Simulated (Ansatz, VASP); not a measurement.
# Two plane-wave programs on MgS

```
Mg S
1.0
     3.96965    0.00000    0.00000
    -1.98482    3.43781    0.00000
     0.00000    0.00000    6.38581
Mg S
2 2
Direct
  0.66667 0.33333 0.49763
  0.33333 0.66667 0.99763
  0.33333 0.66667 0.37736
  0.66667 0.33333 0.87736
```

Alike in both runs: functional BLYP; dispersion D3(BJ); k mesh 5 × 5 × 3; no spin polarisation.

Ansatz relaxed the structure, and its values are those at the end. VASP's run is a single point on that final structure, the one shown.

|  | VASP | Ansatz |
| --- | --- | --- |
| version | VASP 6.6.1 | Ansatz 0.2.0 |
| potentials or method | VASP PAW PBE potentials, release 64 (Mg, S), cutoff 520 eV | plane waves, PAW |
| occupations | gaussian, width 0.01 eV | fixed |
| valence electrons in the cell | 16 | 32 |

Ansatz gave:

| Property | Result |
| --- | --- |
| pressure (GPa) | 0.0 |

**Question.** Estimate VASP's values.

**Answer.** Pressure (GPa): -0.1.

VASP's potentials were made for PBE, not for BLYP. VASP's potentials hold 16 valence electrons a cell and Ansatz's 32, so a difference there can come from the potentials and not from the codes.
